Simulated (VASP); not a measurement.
## B4AsN3: single point with r2SCAN

Crystal: B4AsN3.

```
N B As
1.0
    -1.97479    1.97479    3.92156
     1.97479   -1.97479    3.92156
     1.97479    1.97479   -3.92156
N B As
3 4 1
Direct
  0.25000 0.75000 0.50000
  0.50000 0.50000 0.00000
  0.75000 0.25000 0.50000
  0.85335 0.41889 0.00000
  0.14665 0.14665 0.56554
  0.41889 0.85335 0.00000
  0.58111 0.58111 0.43446
  0.00000 0.00000 0.00000
```

| Quantity | Value |
| --- | --- |
| Program | VASP 6.6.1 |
| Task | single point |
| Functional | r2SCAN |
| Potentials or basis | VASP PAW PBE potentials, release 64 (N, B, As) |
| Cutoff | 520 eV |
| k mesh | 10 × 10 × 10 |
| Occupations | gaussian, width 0.01 eV |
| Spin | no spin polarisation |

- Pressure: 1.1 GPa
- Largest force: 0.084 eV/Å
- Band gap on the k mesh: 2.24 eV

Forces on the atoms (eV/Å):
```
N    0.000  0.000  0.000
N    0.000  0.000  0.000
N    0.000  0.000  0.000
B    0.046 -0.046  0.053
B    0.046  0.046 -0.053
B   -0.046  0.046  0.053
B   -0.046 -0.046 -0.053
As   0.000  0.000  0.000
```

Levels at points of the mesh, in eV from the valence-band top:
| k point | band 12 | band 13 | band 14 | band 15 | band 16 | band 17 | band 18 | band 19 | band 20 | band 21 |
| --- | --- | --- | --- | --- | --- | --- | --- | --- | --- | --- |
| (0.00, 0.00, 0.00) | -5.19 | -5.19 | -0.42 | 0.00 | 0.00 | 2.24 | 5.46 | 6.86 | 6.96 | 6.96 |
| (0.50, 0.00, 0.00) | -5.08 | -3.78 | -2.95 | -2.90 | -1.17 | 5.35 | 6.71 | 7.15 | 7.19 | 8.51 |
| (0.50, 0.50, 0.00) | -3.69 | -3.30 | -1.66 | -0.82 | -0.34 | 5.66 | 6.20 | 6.81 | 7.25 | 8.12 |
| (0.50, 0.50, 0.50) | -4.54 | -4.05 | -2.80 | -1.51 | -1.51 | 2.78 | 3.32 | 3.51 | 5.51 | 6.11 |

Wall time 15 min on 1 thread of Intel Xeon 8259CL (shared host), peak memory 0.31 GiB.

Caveat: the PAW data sets were made with another functional, which shifts forces and pressure a little. A k mesh can miss the band edges.
